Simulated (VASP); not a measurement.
Write the native input for VASP 6.6.1 that does the following.

| Property | Result |
| --- | --- |
| Task | single point |
| Functional | PBE-based screened hybrid |
| Potentials or basis | VASP PAW PBE potentials, release 64 (Li_sv, Cl) |
| Cutoff | 520 eV |
| k mesh | 4 × 4 × 4 |
| Occupations | gaussian, width 0.01 eV |
| Spin | no spin polarisation |
| Dipole correction | no |
| Grid for exact exchange (PRECFOCK) | Normal |
| Share of exact exchange | 0.35 |
| Further INCAR settings | ALGO = Normal; EDIFF = 1e-06; NBANDS = 12 |
| Screening parameter | 0.2078 1/Å |

The system is LiCl.

```
CELL_PARAMETERS angstrom
3.27112 0.00000 0.00000
0.00000 3.27112 0.00000
0.00000 0.00000 3.27112
ATOMIC_POSITIONS crystal
Li 0.00000 0.00000 0.00000
Cl 0.50000 0.50000 0.50000
```

These files were run (other wordings do the same):

POSCAR

```
LiCl
1.0
    3.2711235777      0.0000000000      0.0000000000
    0.0000000000      3.2711235777      0.0000000000
    0.0000000000      0.0000000000      3.2711235777
Li Cl
1 1
Direct
    0.0000000000      0.0000000000      0.0000000000
    0.5000000000      0.5000000000      0.5000000000
```

INCAR.step1

```
PREC = Accurate ; ENCUT = 520
EDIFF = 1E-5 ; ISMEAR = 0
SIGMA = 0.01 ; LREAL = False
LASPH = True ; NELM = 80
ALGO = Normal ; ISIF = 2
LWAVE = True ; LCHARG = False
GGA = PE ; NBANDS = 12
```

INCAR.step2

```
PREC = Accurate ; ENCUT = 520
EDIFF = 1E-6 ; ISMEAR = 0
SIGMA = 0.01 ; LREAL = False
LASPH = True ; NELM = 80
ALGO = Normal ; ISIF = 2
LWAVE = False ; LCHARG = False
GGA = PE ; LHFCALC = True
AEXX = 0.35 ; HFSCREEN = 0.2078
PRECFOCK = Normal ; ISTART = 1
NBANDS = 12
```

KPOINTS

```
Automatic mesh
0
Gamma
  4 4 4
```

Potentials or basis: VASP PAW PBE potentials, release 64 (Li_sv, Cl).

Launch:

```sh
$ cat potpaw_PBE.64/Li_sv/POTCAR potpaw_PBE.64/Cl/POTCAR > POTCAR
$ cp INCAR.step1 INCAR
$ mpirun -np 1 vasp_std > vasp.out
$ cp INCAR.step2 INCAR
$ mpirun -np 1 vasp_std > vasp.out
```

Results of the run:

```
Band gap on the k mesh : 6.22 eV, indirect (least direct gap 6.94 eV)
```

Caveat: the k points lie up to 0.48 Å⁻¹ apart.

It took 98 s on 1 thread of Intel(R) Xeon(R) Platinum 8375C CPU @ 2.90GHz (Ice Lake), on a shared host, peak memory 0.24 GiB.
